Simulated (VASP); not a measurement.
# NaI (I4/mmm) in VASP: further runs

The runs below take NaI through single point, with PBE.

Everything below comes from runs of VASP 6.6.1. Logs are shortened: lines on timing, memory, paths and dates and some standing lists are left out, and cuts for length are marked.

### 1 The cell of the first run

It takes space group I4/mmm (No. 139, tetragonal). Conventional cell: a = 5.138 Å, b = 5.138 Å, c = 5.137 Å, α = 90.00°, β = 90.00°, γ = 90.00°. Na (site symmetry 4/mmm) has 2 I at 2.57 Å within 3.4 Å. Within 3.4 Å of I (site symmetry 4/mmm) lie 2 Na at 2.57 Å.

### 2 Single point, PBE

The input, INCAR:

```
SYSTEM = NaI
PREC = Accurate
ENCUT = 520
EDIFF = 1E-7
ISMEAR = 0
SIGMA = 0.05
LREAL = .False.
LASPH = .True.
NELM = 100
ALGO = Normal
ISIF = 2
LWAVE = .False.
LCHARG = .False.
GGA = PE
NBANDS = 14
```

The input, KPOINTS:

```
Automatic mesh
0
Gamma
  8 8 8
  0 0 0
```

The input, POSCAR:

```
NaI
1.0
    0.0000000000      3.6329190531      2.5684737705
    3.6329190531      0.0000000000      2.5684737705
    3.6329190531      3.6329190531      0.0000000000
Na I
1 1
Direct
    0.0000000000      0.0000000000      0.0000000000
    0.5000000000      0.5000000000      0.5000000000
```

Potentials or basis: VASP PAW PBE potentials, release 64 (Na_pv, I).

Started as:

```console
> cat potpaw_PBE.64/Na_pv/POTCAR potpaw_PBE.64/I/POTCAR > POTCAR
> mpirun -np 1 vasp_std > vasp.out
```

OUTCAR:

```text
SYSTEM = NaI
   PREC = Accurate
   ENCUT = 520
   EDIFF = 1E-7
   ISMEAR = 0
   LREAL = .False.
   LASPH = .True.
   NELM = 100
   ISIF = 2
   GGA = PE

 ion  position               nearest neighbor table
   1  0.000  0.000  0.000-   2 2.57   2 2.57
   2  0.500  0.500  0.500-   1 2.57   1 2.57

  LATTYP: Found a body centered tetragonal cell.
 ALAT       =     5.1377233959
 C/A-ratio  =     0.9998489886

  Lattice vectors:

 A1 = (   0.0000000000,  -3.6329190531,  -2.5684737705)
 A2 = (   0.0000000000,   3.6329190531,  -2.5684737705)
 A3 = (   3.6329190531,   0.0000000000,   2.5684737705)

Analysis of symmetry for initial positions (statically):
=====================================================================
 Subroutine PRICEL returns:
 Original cell was already a primitive cell.

 Routine SETGRP: Setting up the symmetry group for a
 body centered tetragonal supercell.

 Subroutine GETGRP returns: Found 16 space group operations
 (whereof 16 operations were pure point group operations)
 out of a pool of 16 trial point group operations.

The static configuration has the point symmetry D_4h.

Analysis of symmetry for dynamics (positions and initial velocities):
=====================================================================
 Subroutine PRICEL returns:
 Original cell was already a primitive cell.

 Routine SETGRP: Setting up the symmetry group for a
 body centered tetragonal supercell.

 Subroutine GETGRP returns: Found 16 space group operations
 (whereof 16 operations were pure point group operations)
 out of a pool of 16 trial point group operations.

The dynamic configuration has the point symmetry D_4h.

 Subroutine INISYM returns: Found 16 space group operations
 (whereof 16 operations are pure point group operations),
 and found     1 'primitive' translations

----------------------------------------------------------------------------------------

                                     Primitive cell

  volume of cell :      67.7980

  direct lattice vectors                    reciprocal lattice vectors
     0.000000000  3.632919053  2.568473770    -0.137630372  0.137630372  0.194668136
     3.632919053  0.000000000  2.568473770     0.137630372 -0.137630372  0.194668136
     3.632919053  3.632919053  0.000000000     0.137630372  0.137630372 -0.194668136

  length of vectors
     4.449175020  4.449175020  5.137723396     0.275281531  0.275281531  0.275281531

  position of ions in fractional coordinates (direct lattice)
     0.000000000  0.000000000  0.000000000
     0.500000000  0.500000000  0.500000000

  ion indices of the primitive-cell ions
   primitive index   ion index
                 1           1
                 2           2

----------------------------------------------------------------------------------------

 KPOINTS: Automatic mesh

Automatic generation of k-mesh.
 Grid dimensions read from file:
 generate k-points for:    8    8    8

 Generating k-lattice:

  Cartesian coordinates                     Fractional coordinates (reciprocal lattice)
    -0.017203796  0.017203796  0.024333517     0.125000000  0.000000000  0.000000000
     0.017203796 -0.017203796  0.024333517     0.000000000  0.125000000  0.000000000
     0.017203796  0.017203796 -0.024333517     0.000000000  0.000000000  0.125000000

  Length of vectors
     0.034410191  0.034410191  0.034410191

  Shift w.r.t. Gamma in fractional coordinates (k-lattice)
     0.000000000  0.000000000  0.000000000

 Subroutine IBZKPT returns following result:
 ===========================================

 Found     59 irreducible k-points:

 Following reciprocal coordinates:
            Coordinates               Weight
  0.000000  0.000000  0.000000      1.000000
  0.125000  0.000000  0.000000      8.000000
  0.250000  0.000000  0.000000      8.000000
  0.375000  0.000000  0.000000      8.000000
  0.500000  0.000000  0.000000      4.000000
  0.125000  0.125000  0.000000      2.000000
[... 16 lines left out ...]
  0.250000  0.000000  0.125000     16.000000
  0.375000 -0.000000  0.125000     16.000000
 [... further k-points ...]
   k-points           NKPTS =     59   k-points in BZ     NKDIM =     59   number of bands    NBANDS=     14
   number of dos      NEDOS =    301   number of ions     NIONS =      2
   total plane-waves  NPLWV =  51840
   dimension x,y,z NGX =    36 NGY =   36 NGZ =   40
   dimension x,y,z NGXF=    72 NGYF=   72 NGZF=   80
   ions per type =               1   1
   NGX,Y,Z   is equivalent  to a cutoff of  13.45, 13.45, 12.94 a.u.
   NGXF,Y,Z  is equivalent  to a cutoff of  26.90, 26.90, 25.89 a.u.
 SYSTEM =  NaI
   PREC   = accura    normal or accurate (medium, high low for compatibility)
   ISTART =      0    job   : 0-new  1-cont  2-samecut
   ICHARG =      2    charge: 1-file 2-atom 10-const
   ISPIN  =      1    spin polarized calculation?
   LNONCOLLINEAR =      F non collinear calculations
   LSORBIT =      F    spin-orbit coupling
   LASPH  =      T    aspherical Exc in radial PAW
   ENCUT  =  520.0 eV  38.22 Ry    6.18 a.u.   8.27  8.27  9.55*2*pi/ulx,y,z
   NELM   =    100;   NELMIN=  2; NELMDL= -5     # of ELM steps
   EDIFF  = 0.1E-06   stopping-criterion for ELM
   LREAL  =      F    real-space projection
   EDIFFG = 0.1E-05   stopping-criterion for IOM
   NSW    =      0    number of steps for IOM
   IBRION =     -1    ionic relax: 0-MD 1-quasi-New 2-CG
   NFREE  =      0    steps in history (QN), initial steepest desc. (CG)
   ISIF   =      2    stress and relaxation
   ISYM   =      2    0-nonsym 1-usesym 2-fastsym
   POTIM  = 0.5000    time-step for ionic-motion
   TEBEG  =    0.0;   TEEND  =   0.0 temperature during run
   PSTRESS=    0.0 pullay stress
   NELECT =      14.0000    total number of electrons
   NUPDOWN=      -1.0000    fix difference up-down
   EMIN   =  10.00;   EMAX   =-10.00  energy-range for DOS
   EFERMI =   0.00;   METHOD = LEGACY
   ISMEAR =     0;   SIGMA  =   0.05  broadening in eV -4-tet -1-fermi 0-gaus
   EFERMI_NEDOS =   21; number of points for ismear=-14 and -15
   IALGO  =     38    algorithm
   IMIX   =      4    mixing-type and parameters
     AMIX     =   0.40;   BMIX     =  1.00
     AMIX_MAG =   1.60;   BMIX_MAG =  1.00
  volume/ion in A,a.u.               =      33.90       228.76
  Fermi-wavevector in a.u.,A,eV,Ry     =   0.967636  1.828567 12.739397  0.936319
  Thomas-Fermi vector in A             =   2.097538
   LORBIT       =      0    0 simple, 1 ext, 2 COOP (PROOUT), +10 PAW based schemes
   GGA     = PE    functional components
   LHFCALC =     F    Hartree Fock is set to
   AEXX    =    0.0000 exact exchange contribution
   IVDW    =     0    specifies the selected vdW correction
   LEPSILON=     F    determine dielectric tensor
   LRPA    =     F    only Hartree local field effects (RPA)
 non-spin polarized calculation
 Gauss-broadening in eV      SIGMA  =   0.05
  energy-cutoff  :      520.00
  volume of cell :       67.80
 maximum number of plane-waves:      1878
 NGX is ok and might be reduce to    36
   NGX = 17   NGY = 17   NGZ = 19

 number of electron      14.0000005 magnetization

 Free energy of the ion-electron system (eV)
  ---------------------------------------------------
  ext. energy  EPLUGINS =         0.00000000
  ---------------------------------------------------
  free energy    TOTEN  =        -4.59544638 eV

  energy without entropy =       -4.59544638  energy(sigma->0) =       -4.59544638

 E-fermi :   1.0652     XC(G=0):  -7.5625

 val. band max:        0.8441713759   @ k =   0.0000   0.0000   0.0000
 cond. band min:       4.5538003428   @ k =   0.0000   0.0000   0.0000
 fundamental gap:      3.7096289670
 Fermi energy:         1.0652475507

 k-point     1 :       0.0000    0.0000    0.0000
  band No.  band energies     occupation
      1     -21.6063      2.00000
      2     -21.5347      2.00000
      3     -21.5347      2.00000
      4     -10.3818      2.00000
      5       0.4071      2.00000
      6       0.8442      2.00000
      7       0.8442      2.00000
      8       4.5538      0.00000
      9       8.5935      0.00000
     10       8.5935      0.00000
     11       8.7465      0.00000
     12      10.6842      0.00000
     13      11.0700      0.00000
     14      11.0701      0.00000

 k-point     2 :       0.1250    0.0000    0.0000
  band No.  band energies     occupation
      1     -21.6075      2.00000
      2     -21.5349      2.00000
      3     -21.5349      2.00000
      4     -10.3274      2.00000
      5       0.1075      2.00000
      6       0.6877      2.00000
      7       0.7339      2.00000
      8       5.0498      0.00000
      9       8.2900      0.00000
     10       8.4027      0.00000
     11       9.1000      0.00000
     12      10.0752      0.00000
     13      10.6654      0.00000
     14      11.7537      0.00000

 k-point     3 :       0.2500    0.0000    0.0000
  band No.  band energies     occupation
      1     -21.6103      2.00000
      2     -21.5356      2.00000
      3     -21.5354      2.00000
      4     -10.1906      2.00000
      5      -0.6347      2.00000
      6       0.4914      2.00000
      7       0.5647      2.00000
      8       5.7822      0.00000
      9       7.7219      0.00000
     10       8.1995      0.00000
     11      10.2745      0.00000
     12      10.2982      0.00000
     13      10.5048      0.00000
     14      13.1448      0.00000
[... 324 lines left out ...]
 k-point    23 :       0.2500    0.0000    0.1250
  band No.  band energies     occupation
      1     -21.6080      2.00000
      2     -21.5361      2.00000
      3     -21.5349      2.00000
      4     -10.2547      2.00000
      5      -0.2741      2.00000
      6       0.3266      2.00000
      7       0.6958      2.00000
      8       5.8086      0.00000
      9       7.9781      0.00000
     10       7.9887      0.00000
     11       9.7863      0.00000
     12       9.9141      0.00000
     13      11.0162      0.00000
     14      12.2931      0.00000

 k-point    24 :       0.3750   -0.0000    0.1250
  band No.  band energies     occupation
      1     -21.6109      2.00000
      2     -21.5366      2.00000
      3     -21.5354      2.00000
      4     -10.1138      2.00000
      5      -0.9280      2.00000
      6       0.1731      2.00000
      7       0.4949      2.00000
      8       6.2432      0.00000
      9       7.5580      0.00000
     10       8.2307      0.00000
     11      10.0632      0.00000
     12      11.2768      0.00000
     13      11.5957      0.00000
     14      12.7528      0.00000

 [... further k-points ...]

------------------------ aborting loop because EDIFF is reached ----------------------------------------

  FORCE on cell =-STRESS in cart. coord.  units (eV):
  Direction    XX          YY          ZZ          XY          YZ          ZX
  --------------------------------------------------------------------------------------
  -------------------------------------------------------------------------------------
  Total       -0.1482559     -0.1482559      9.2094584      0.0000000     -0.0000000      0.0000000
  in kB       -3.5035304     -3.5035304    217.6346797      0.0000000     -0.0000000      0.0000000
  external PRESSURE =      70.2092063 kB  Pullay stress =       0.0000000 kB

 VOLUME and BASIS-vectors are now :
 -----------------------------------------------------------------------------
  energy-cutoff  :      520.00
  volume of cell :       67.80
      direct lattice vectors                 reciprocal lattice vectors
     0.000000000  3.632919053  2.568473770    -0.137630372  0.137630372  0.194668136
     3.632919053  0.000000000  2.568473770     0.137630372 -0.137630372  0.194668136
     3.632919053  3.632919053  0.000000000     0.137630372  0.137630372 -0.194668136

 POSITION                                       TOTAL-FORCE (eV/Angst)
 -----------------------------------------------------------------------------------
      0.00000      0.00000      0.00000         0.000000      0.000000      0.000000
      3.63292      3.63292      2.56847        -0.000000     -0.000000      0.000000
 -----------------------------------------------------------------------------------
    total drift:                                0.000000      0.000000      0.000000

  FREE ENERGIE OF THE ION-ELECTRON SYSTEM (eV)
  ---------------------------------------------------
  free  energy   TOTEN  =        -4.5954463771 eV

  energy  without entropy=       -4.5954463771  energy(sigma->0) =       -4.59544638
```

Wall time 47 s (1 thread of Intel Xeon Platinum 8259CL at 2.50GHz (Skylake/Cascade Lake), shared host); peak memory 0.24 GiB.

What came out:

| Quantity | Value |
| --- | --- |
| Free energy | -4.5954 eV |
| Pressure | 7.0 GPa |
| Band gap on the k mesh | 3.71 eV, direct |

Stress tensor (GPa, compression positive):
```
-0.35  0.00  0.00
 0.00 -0.35  0.00
 0.00  0.00 21.76
```

Levels at points of the mesh, in eV from the valence-band top:
```csv
k point,band 4,band 5,band 6,band 7,band 8,band 9,band 10,band 11
"(0.00, 0.00, 0.00)",-11.23,-0.44,0.00,0.00,3.71,7.75,7.75,7.90
"(0.50, 0.00, 0.00)",-10.83,-2.35,-0.65,-0.39,4.91,6.35,8.75,10.06
"(0.50, 0.50, 0.00)",-10.74,-1.62,-1.33,-1.33,5.00,5.11,10.68,10.68
"(0.50, 0.00, 0.50)",-10.93,-2.06,-0.98,-0.07,5.06,6.33,8.86,9.74
```

Caveat: spin-orbit coupling is left out, which moves the levels of the heavy elements. A k mesh can miss the band edges.

(Part 1 of 3 ends here.)
